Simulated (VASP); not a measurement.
# ZnO (P6_3mc) in VASP: further runs

The runs below take ZnO through single point, with PBE, r2SCANh.

All numbers are computed with VASP 6.6.1; they aren't measurements. Logs are shortened: lines on timing, memory, paths and dates and some standing lists are left out, and cuts for length are marked.

**1. The cell of the first run**

It takes space group P6_3mc (No. 186, hexagonal). The conventional cell has a = 3.280 Å, b = 3.280 Å, c = 5.294 Å, α = 90.00°, β = 90.00°, γ = 120.00°. Within 2.6 Å of Zn (site symmetry 3m) lie 4 O at 2.00 to 2.01 Å. Within 2.6 Å of O (site symmetry 3m) lie 4 Zn at 2.00 to 2.01 Å.

**2. Single point, PBE**

INCAR

```
SYSTEM = ZnO
PREC = Accurate ; ENCUT = 600
EDIFF = 1E-6 ; ISMEAR = -1
SIGMA = 0.01 ; LREAL = .False.
LASPH = .True. ; NELM = 120
ALGO = Normal ; ISIF = 2
LWAVE = .False. ; LCHARG = .False.
GGA = PE ; NBANDS = 86
ISYM = 0 ; GGA_COMPAT = .False.
```

KPOINTS

```
Automatic mesh
0
Gamma
  1 1 2
  0.25 0.25 0.25
```

POSCAR

```
ZnO
1.0
    6.5598299812     -0.0000000007      0.0000000000
   -3.2799149912      5.6809794093      0.0000000000
    0.0000000000      0.0000000000      5.2940484800
Zn O
8 8
Direct
    0.3333333333      0.1666666667      0.5006132100
    0.1666666667      0.3333333333      0.0006132100
    0.3333333333      0.6666666667      0.5006132100
    0.1666666667      0.8333333333      0.0006132100
    0.8333333333      0.1666666667      0.5006132100
    0.6666666667      0.3333333333      0.0006132100
    0.8333333333      0.6666666667      0.5006132100
    0.6666666667      0.8333333333      0.0006132100
    0.3333333333      0.1666666667      0.8796967900
    0.1666666667      0.3333333333      0.3796967900
    0.3333333333      0.6666666667      0.8796967900
    0.1666666667      0.8333333333      0.3796967900
    0.8333333333      0.1666666667      0.8796967900
    0.6666666667      0.3333333333      0.3796967900
    0.8333333333      0.6666666667      0.8796967900
    0.6666666667      0.8333333333      0.3796967900
```

Potentials or basis: VASP PAW PBE potentials, release 64 (Zn, O).

Launch:

```
$ cat potpaw_PBE.64/Zn/POTCAR potpaw_PBE.64/O/POTCAR > POTCAR
$ mpirun -np 1 vasp_std > vasp.out
```

OUTCAR:

```text
SYSTEM = ZnO
   PREC = Accurate
   ENCUT = 600
   EDIFF = 1E-6
   ISMEAR = -1
   LREAL = .False.
   LASPH = .True.
   NELM = 120
   ISIF = 2
   GGA = PE
   ISYM = 0

 ion  position               nearest neighbor table
   1  0.333  0.167  0.501-  10 2.00  14 2.00  12 2.00   9 2.01
   2  0.167  0.333  0.001-   9 2.00  13 2.00  11 2.00  10 2.01
   3  0.333  0.667  0.501-  12 2.00  16 2.00  10 2.00  11 2.01
   4  0.167  0.833  0.001-  11 2.00  15 2.00   9 2.00  12 2.01
   5  0.833  0.167  0.501-  14 2.00  10 2.00  16 2.00  13 2.01
   6  0.667  0.333  0.001-  13 2.00   9 2.00  15 2.00  14 2.01
[... 8 lines left out ...]
  15  0.833  0.667  0.880-   8 2.00   4 2.00   6 2.00   7 2.01
  16  0.667  0.833  0.380-   7 2.00   3 2.00   5 2.00   8 2.01

IMPORTANT INFORMATION: All symmetrisations will be switched off!
NOSYMM: (Re-)initialisation of all symmetry stuff for point group C_1.

----------------------------------------------------------------------------------------

                                     Primitive cell

  volume of cell :     197.2894

  direct lattice vectors                    reciprocal lattice vectors
     6.559829981 -0.000000001  0.000000000     0.152442975  0.088012993  0.000000000
    -3.279914991  5.680979409  0.000000000     0.000000000  0.176025986  0.000000000
     0.000000000  0.000000000  5.294048480     0.000000000  0.000000000  0.188891357

  length of vectors
     6.559829981  6.559829982  5.294048480     0.176025986  0.176025986  0.188891357

  position of ions in fractional coordinates (direct lattice)
     0.333333333  0.166666667  0.500613210
     0.166666667  0.333333333  0.000613210
     0.333333333  0.666666667  0.500613210
     0.166666667  0.833333333  0.000613210
     0.833333333  0.166666667  0.500613210
     0.666666667  0.333333333  0.000613210
[... 8 lines left out ...]
     0.833333333  0.666666667  0.879696790
     0.666666667  0.833333333  0.379696790

  ion indices of the primitive-cell ions
   primitive index   ion index
                 1           1
                 2           2
                 3           3
                 4           4
                 5           5
                 6           6
[... 8 lines left out ...]
                15          15
                16          16

----------------------------------------------------------------------------------------

 KPOINTS: Automatic mesh

Automatic generation of k-mesh.
 Grid dimensions read from file:
 generate k-points for:    1    1    2

 Generating k-lattice:

  Cartesian coordinates                     Fractional coordinates (reciprocal lattice)
     0.152442975  0.088012993  0.000000000     1.000000000  0.000000000  0.000000000
     0.000000000  0.176025986  0.000000000     0.000000000  1.000000000  0.000000000
     0.000000000  0.000000000  0.094445678     0.000000000  0.000000000  0.500000000

  Length of vectors
     0.176025986  0.176025986  0.094445678

  Shift w.r.t. Gamma in fractional coordinates (k-lattice)
     0.250000000  0.250000000  0.250000000

 Subroutine IBZKPT returns following result:
 ===========================================

 Found     12 irreducible k-points:

 Following reciprocal coordinates:
            Coordinates               Weight
  0.250000  0.250000  0.125000      2.000000
 -0.250000  0.500000  0.125000      2.000000
  0.500000  0.250000  0.125000      2.000000
 -0.250000 -0.250000  0.125000      2.000000
  0.250000  0.500000  0.125000      2.000000
  0.500000 -0.250000  0.125000      2.000000
  0.250000  0.250000 -0.375000      2.000000
 -0.250000  0.500000 -0.375000      2.000000
  0.500000  0.250000 -0.375000      2.000000
 -0.250000 -0.250000 -0.375000      2.000000
  0.250000  0.500000 -0.375000      2.000000
  0.500000 -0.250000 -0.375000      2.000000
   k-points           NKPTS =     12   k-points in BZ     NKDIM =     12   number of bands    NBANDS=     86
   number of dos      NEDOS =    301   number of ions     NIONS =     16
   total plane-waves  NPLWV = 122472
   dimension x,y,z NGX =    54 NGY =   54 NGZ =   42
   dimension x,y,z NGXF=   108 NGYF=  108 NGZF=   84
   ions per type =               8   8
   NGX,Y,Z   is equivalent  to a cutoff of  13.69, 13.69, 13.19 a.u.
   NGXF,Y,Z  is equivalent  to a cutoff of  27.37, 27.37, 26.38 a.u.
 SYSTEM =  ZnO
   PREC   = accura    normal or accurate (medium, high low for compatibility)
   ISTART =      0    job   : 0-new  1-cont  2-samecut
   ICHARG =      2    charge: 1-file 2-atom 10-const
   ISPIN  =      1    spin polarized calculation?
   LNONCOLLINEAR =      F non collinear calculations
   LSORBIT =      F    spin-orbit coupling
   LASPH  =      T    aspherical Exc in radial PAW
   ENCUT  =  600.0 eV  44.10 Ry    6.64 a.u.  13.10 13.10 10.57*2*pi/ulx,y,z
   NELM   =    120;   NELMIN=  2; NELMDL= -5     # of ELM steps
   EDIFF  = 0.1E-05   stopping-criterion for ELM
   LREAL  =      F    real-space projection
   EDIFFG = 0.1E-04   stopping-criterion for IOM
   NSW    =      0    number of steps for IOM
   IBRION =     -1    ionic relax: 0-MD 1-quasi-New 2-CG
   NFREE  =      0    steps in history (QN), initial steepest desc. (CG)
   ISIF   =      2    stress and relaxation
   ISYM   =      0    0-nonsym 1-usesym 2-fastsym
   POTIM  = 0.5000    time-step for ionic-motion
   TEBEG  =    0.0;   TEEND  =   0.0 temperature during run
   PSTRESS=    0.0 pullay stress
   NELECT =     144.0000    total number of electrons
   NUPDOWN=      -1.0000    fix difference up-down
   EMIN   =  10.00;   EMAX   =-10.00  energy-range for DOS
   EFERMI =   0.00;   METHOD = LEGACY
   ISMEAR =    -1;   SIGMA  =   0.01  broadening in eV -4-tet -1-fermi 0-gaus
   EFERMI_NEDOS =   21; number of points for ismear=-14 and -15
   IALGO  =     38    algorithm
   IMIX   =      4    mixing-type and parameters
     AMIX     =   0.40;   BMIX     =  1.00
     AMIX_MAG =   1.60;   BMIX_MAG =  1.00
  volume/ion in A,a.u.               =      12.33        83.21
  Fermi-wavevector in a.u.,A,eV,Ry     =   1.473990  2.785436 29.560635  2.172645
  Thomas-Fermi vector in A             =   2.588816
   LORBIT       =      0    0 simple, 1 ext, 2 COOP (PROOUT), +10 PAW based schemes
   GGA     = PE    functional components
   LHFCALC =     F    Hartree Fock is set to
   AEXX    =    0.0000 exact exchange contribution
   IVDW    =     0    specifies the selected vdW correction
   LEPSILON=     F    determine dielectric tensor
   LRPA    =     F    only Hartree local field effects (RPA)
 non-spin polarized calculation
  energy-cutoff  :      600.00
  volume of cell :      197.29
 maximum number of plane-waves:      6600
 NGX is ok and might be reduce to    54

 number of electron     144.0000055 magnetization

 Free energy of the ion-electron system (eV)
  ---------------------------------------------------
  ext. energy  EPLUGINS =         0.00000000
  ---------------------------------------------------
  free energy    TOTEN  =       -72.31900428 eV

  energy without entropy =      -72.31900428  energy(sigma->0) =      -72.31900428

 E-fermi :   0.6914     XC(G=0): -10.7338

 val. band max:        0.4555532151   @ k =   0.5000  -0.2500   0.1250
 cond. band min:       3.7846119622   @ k =   0.5000  -0.2500   0.1250
 fundamental gap:      3.3290587471
 Fermi energy:         0.6913622902

 k-point     1 :       0.2500    0.2500    0.1250
  band No.  band energies     occupation
      1     -16.7397      2.00000
      2     -16.5254      2.00000
      3     -16.5254      2.00000
      4     -16.2463      2.00000
      5     -16.2430      2.00000
      6     -16.1735      2.00000
[... 76 lines left out ...]
     83       9.1221      0.00000
     84       9.1887      0.00000

 k-point     2 :      -0.2500    0.5000    0.1250
  band No.  band energies     occupation
      1     -16.7397      2.00000
      2     -16.5254      2.00000
      3     -16.5254      2.00000
      4     -16.2463      2.00000
      5     -16.2430      2.00000
      6     -16.1735      2.00000
[... 859 lines left out ...]
     83       9.5877      0.00000
     84       9.5877      0.00000

 k-point    12 :       0.5000   -0.2500   -0.3750
  band No.  band energies     occupation
      1     -16.5968      2.00000
      2     -16.4200      2.00000
      3     -16.4200      2.00000
      4     -16.3922      2.00000
      5     -16.2740      2.00000
      6     -16.2740      2.00000
[... 76 lines left out ...]
     83       9.5877      0.00000
     84       9.5882      0.00000
 [bands above 84 left out]

------------------------ aborting loop because EDIFF is reached ----------------------------------------

  FORCE on cell =-STRESS in cart. coord.  units (eV):
  Direction    XX          YY          ZZ          XY          YZ          ZX
  --------------------------------------------------------------------------------------
  -------------------------------------------------------------------------------------
  Total       -0.5417700     -0.5419269      1.5930221     -0.0001633     -0.0000024     -0.0000165
  in kB       -4.3996871     -4.4009618     12.9368540     -0.0013261     -0.0000195     -0.0001343
  external PRESSURE =       1.3787350 kB  Pullay stress =       0.0000000 kB

 VOLUME and BASIS-vectors are now :
 -----------------------------------------------------------------------------
  energy-cutoff  :      600.00
  volume of cell :      197.29
      direct lattice vectors                 reciprocal lattice vectors
     6.559829981 -0.000000001  0.000000000     0.152442975  0.088012993  0.000000000
    -3.279914991  5.680979409  0.000000000     0.000000000  0.176025986  0.000000000
     0.000000000  0.000000000  5.294048480     0.000000000  0.000000000  0.188891357

 POSITION                                       TOTAL-FORCE (eV/Angst)
 -----------------------------------------------------------------------------------
      1.63996      0.94683      2.65027        -0.000001      0.000003     -0.048243
      0.00000      1.89366      0.00325        -0.000003     -0.000005     -0.048251
     -0.00000      3.78732      2.65027         0.000005      0.000001     -0.048248
     -1.63996      4.73415      0.00325        -0.000002      0.000001     -0.048250
      4.91987      0.94683      2.65027        -0.000002     -0.000003     -0.048243
      3.27991      1.89366      0.00325         0.000006     -0.000001     -0.048252
[... 8 lines left out ...]
      3.27991      3.78732      4.65716        -0.000007     -0.000009      0.048237
      1.63996      4.73415      2.01013        -0.000019     -0.000000      0.048270
 -----------------------------------------------------------------------------------
    total drift:                                0.000008     -0.000003     -0.002865

  FREE ENERGIE OF THE ION-ELECTRON SYSTEM (eV)
  ---------------------------------------------------
  free  energy   TOTEN  =       -72.3190042791 eV

  energy  without entropy=      -72.3190042791  energy(sigma->0) =      -72.31900428
```

It took 4.9 min on 1 thread of Intel Xeon Platinum 8559C (Emerald Rapids), shared host; peak memory 0.41 GiB.

Results:

- Free energy: -72.3190 eV
- Pressure: 0.1 GPa
- Largest force: 0.048 eV/Å
- Band gap on the k mesh: 3.33 eV

Forces on the atoms (eV/Å):
```
Zn   0.000  0.000 -0.048
Zn   0.000  0.000 -0.048
Zn   0.000  0.000 -0.048
Zn   0.000  0.000 -0.048
Zn   0.000  0.000 -0.048
Zn   0.000  0.000 -0.048
Zn   0.000  0.000 -0.048
Zn   0.000  0.000 -0.048
O    0.000  0.000  0.048
O    0.000  0.000  0.048
O    0.000  0.000  0.048
O    0.000  0.000  0.048
O    0.000  0.000  0.048
O    0.000  0.000  0.048
O    0.000  0.000  0.048
O    0.000  0.000  0.048
```

Levels at points of the mesh, in eV from the valence-band top:
| k point | band 68 | band 69 | band 70 | band 71 | band 72 | band 73 | band 74 | band 75 | band 76 | band 77 |
| --- | --- | --- | --- | --- | --- | --- | --- | --- | --- | --- |
| (0.25, 0.25, 0.12) | -0.40 | -0.33 | -0.33 | 0.00 | 0.00 | 3.33 | 4.71 | 4.71 | 6.78 | 7.27 |

Caveat: the k points lie up to 0.55 Å⁻¹ apart; a shifted mesh leaves out Γ, where band edges can lie. A k mesh can miss the band edges.

**3. Single point, r2SCANh**

This run uses another cell than the first one: it holds 4 atoms, not 16.

POSCAR

```
ZnO
1.0
    3.2799149906     -0.0000000004      0.0000000000
   -1.6399574956      2.8404897046      0.0000000000
    0.0000000000      0.0000000000      5.2940484800
Zn O
2 2
Direct
    0.6666666667      0.3333333333      0.5006132100
    0.3333333333      0.6666666667      0.0006132100
    0.6666666667      0.3333333333      0.8796967900
    0.3333333333      0.6666666667      0.3796967900
```

INCAR.step1

```
SYSTEM = ZnO
  ALGO = Normal
  EDIFF = 1E-5
  ENCUT = 580
  GGA = PE
  GGA_COMPAT = .FALSE.
  ISIF = 2
  ISMEAR = -1
  LASPH = .TRUE.
  LCHARG = .FALSE.
  LREAL = .FALSE.
  LWAVE = .TRUE.
  NBANDS = 26
  NELM = 120
  PREC = Accurate
  SIGMA = 0.01
```

INCAR.step2

```
SYSTEM = ZnO
  AEXX = 0.1
  ALGO = Normal
  EDIFF = 1E-6
  ENCUT = 580
  GGA_COMPAT = .FALSE.
  ISIF = 2
  ISMEAR = -1
  ISTART = 1
  LASPH = .TRUE.
  LCHARG = .FALSE.
  LHFCALC = .TRUE.
  LMIXTAU = .TRUE.
  LREAL = .FALSE.
  LWAVE = .FALSE.
  METAGGA = R2SCAN
  NBANDS = 26
  NELM = 120
  PREC = Accurate
  PRECFOCK = Normal
  SIGMA = 0.01
```

KPOINTS

```
Automatic mesh
0
Gamma
  2 2 2
  0.25 0.25 0.25
```

Potentials or basis: VASP PAW PBE potentials, release 64 (Zn, O).

Launch:

```
$ cat potpaw_PBE.64/Zn/POTCAR potpaw_PBE.64/O/POTCAR > POTCAR
$ cp INCAR.step1 INCAR
$ mpirun -np 1 vasp_std > vasp.out
$ cp INCAR.step2 INCAR
$ mpirun -np 1 vasp_std > vasp.out
```

Run time: 25 min. Hardware: 1 thread of Intel Xeon Platinum 8559C (Emerald Rapids), shared host; peak memory 0.2 GiB.

The run converged. Its results:

| Item | Value |
| --- | --- |
| Free energy | -37.2021 eV |
| Pressure | -6.6 GPa |
| Largest force | 0.037 eV/Å |
| Band gap on the k mesh | 4.70 eV |

Forces in eV/Å, atoms in the order of the input:
```
Zn   0.000  0.000 -0.037
Zn   0.000  0.000 -0.037
O    0.000  0.000  0.037
O    0.000  0.000  0.037
```

Stress tensor (GPa, compression positive):
```
-7.06  0.00  0.00
 0.00 -7.06  0.00
 0.00  0.00 -5.62
```

Levels at points of the mesh, in eV from the valence-band top:
```tsv
k point	band 16	band 17	band 18	band 19	band 20	band 21
(0.12, 0.12, 0.12)	-0.82	-0.01	0.00	4.70	8.47	10.26
```

Caveat: the k points lie up to 0.55 Å⁻¹ apart; the PAW data sets were made with another functional, which shifts forces and pressure a little; a shifted mesh leaves out Γ, where band edges can lie. A k mesh can miss the band edges.
